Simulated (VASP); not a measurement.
A run of VASP 6.6.1 is set up as follows.

Contents of INCAR:

```
PREC     = Accurate       # precision mode
ENCUT    = 500            # plane-wave cutoff, eV
EDIFF    = 1E-6           # SCF threshold, eV
ISMEAR   = 0              # smearing method
SIGMA    = 0.1            # smearing width, eV
LREAL    = False          # projectors in reciprocal space
LASPH    = True           # aspherical terms in the spheres
NELM     = 120            # most SCF steps
ALGO     = Normal         # electronic algorithm
ISIF     = 2              # what is computed and relaxed
LWAVE    = False          # write WAVECAR
LCHARG   = True           # write CHGCAR
GGA      = PS             # functional
LELF     = True           # ELF
LVHAR    = True         
NBANDS   = 10             # bands
GGA_COMPAT= False
```

Contents of KPOINTS:

```
Automatic mesh
0
Gamma
  5 5 5
```

POSCAR

```
Rb
1.0
    4.5466820075      0.0000000000      0.0000000000
    0.0000000000      4.5466820075      0.0000000000
    0.0000000000      0.0000000000      4.5466820075
Rb
1
Direct
    0.0000000000      0.0000000000      0.0000000000
```

Potentials or basis: VASP PAW PBE potentials, release 64 (Rb_sv).

Command:

```console
$ cat potpaw_PBE.64/Rb_sv/POTCAR > POTCAR
$ mpirun -np 1 vasp_std > vasp.out
```

Predict the pressure.

0.0 GPa.

Caveat: the PAW data sets were made with another functional, which shifts forces and pressure a little.
